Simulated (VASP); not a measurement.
Set up this calculation in VASP 6.6.1, as the native input.

| Property | Result |
| --- | --- |
| Task | single point |
| Functional | r2SCAN |
| Potentials or basis | VASP PAW PBE potentials, release 64 (Sr_sv, Cl) |
| Cutoff | 520 eV |
| k mesh | 6 × 6 × 6 |
| Occupations | gaussian, width 0.05 eV |
| Spin | no spin polarisation |
| Dipole correction | no |
| Further INCAR settings | ALGO = Normal; EDIFF = 1e-06; NBANDS = 19 |

SrCl2:

```
Sr Cl
1.0
     0.06535    3.48550    3.48550
     3.55085    0.00000    3.55085
     3.48550    3.48550    0.06535
Sr Cl
1 2
Direct
  0.00000 0.00000 0.00000
  0.25000 0.25000 0.25000
  0.75000 0.75000 0.75000
```

This cell differs from its parent crystal: strain +0.0375 x Voigt [0, 0, 0, 0, 1, 0].

One way to write it, as run:

POSCAR

```
SrCl2
1.0
    0.0653531250      3.4855000000      3.4855000000
    3.5508531250      0.0000000000      3.5508531250
    3.4855000000      3.4855000000      0.0653531250
Sr Cl
1 2
Direct
    0.0000000000      0.0000000000      0.0000000000
    0.2500000000      0.2500000000      0.2500000000
    0.7500000000      0.7500000000      0.7500000000
```

INCAR.step1

```
PREC = Accurate
ENCUT = 520
ISMEAR = 0
SIGMA = 0.05
LREAL = False
LASPH = True
NELM = 80
NBANDS = 19
GGA = PE
ALGO = Normal
EDIFF = 1E-4
LWAVE = True
LCHARG = False
```

INCAR.step2

```
PREC = Accurate
ENCUT = 520
EDIFF = 1E-6
ISMEAR = 0
SIGMA = 0.05
LREAL = False
LASPH = True
NELM = 80
ALGO = Normal
ISIF = 2
LWAVE = False
LCHARG = False
METAGGA = R2SCAN
LMIXTAU = True
NBANDS = 19
ISTART = 1
```

KPOINTS

```
Automatic mesh
0
Gamma
  6 6 6
```

Potentials or basis: VASP PAW PBE potentials, release 64 (Sr_sv, Cl).

The run is started by

```sh
$ cat potpaw_PBE.64/Sr_sv/POTCAR potpaw_PBE.64/Cl/POTCAR > POTCAR
$ cp INCAR.step1 INCAR
$ mpirun -np 1 vasp_std > vasp.out
$ cp INCAR.step2 INCAR
$ mpirun -np 1 vasp_std > vasp.out
```

It gave:

| Property | Result |
| --- | --- |
| Pressure | 0.5 GPa |
| Largest force | 0.104 eV/Å |
| Band gap on the k mesh | 5.98 eV (least direct gap 5.99 eV) |

Caveat: the cell differs from its parent crystal (strain +0.0375 x Voigt [0, 0, 0, 0, 1, 0]); the PAW data sets were made with another functional, which shifts forces and pressure a little.

Run time: 6.1 min on 1 thread of Intel Xeon 8259CL (shared host), peak memory 0.29 GiB.
